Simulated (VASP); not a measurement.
Write the native input for VASP 6.6.1 that does the following.

```
Task                   : single point
Functional             : PBEsol
Potentials or basis    : VASP PAW PBE potentials, release 64 (Sc_sv)
Cutoff                 : 520 eV
k mesh                 : 14 × 14 × 14
Occupations            : fermi-dirac, width 0.08 eV
Spin                   : no spin polarisation
Dipole correction      : no
Further INCAR settings : ALGO = Normal; EDIFF = 1e-07; NBANDS = 12
```

The structure of Sc lies in POSCAR:

```
Sc
1.0
    0.0000000000      2.1993147812      2.1993147812
    2.1993147812      0.0000000000      2.1993147812
    2.1993147812      2.1993147812      0.0000000000
Sc
1
Direct
    0.0000000000      0.0000000000      0.0000000000
```

This cell differs from its parent crystal: volume scaled by 0.9.

These files were run (other wordings do the same):

INCAR

```
SYSTEM = Sc
ALGO = Normal ; EDIFF = 1E-7
ENCUT = 520 ; GGA = PS
ISIF = 2 ; ISMEAR = -1
LASPH = .True. ; LCHARG = .False.
LREAL = .False. ; LWAVE = .False.
NBANDS = 12 ; NELM = 100
PREC = Accurate ; SIGMA = 0.08
```

KPOINTS

```
k-points
0
Gamma
  14 14 14
  0 0 0
```

Potentials or basis: VASP PAW PBE potentials, release 64 (Sc_sv).

Command:

```console
$ cat potpaw_PBE.64/Sc_sv/POTCAR > POTCAR
$ mpirun -np 1 vasp_std > vasp.out
```

Results of the run:

- Pressure: 6.7 GPa

Caveat: the PAW data sets were made with another functional, which shifts forces and pressure a little.

It took 24 s on 1 thread of Intel Xeon 8259CL, on a shared host, peak memory 0.15 GiB.
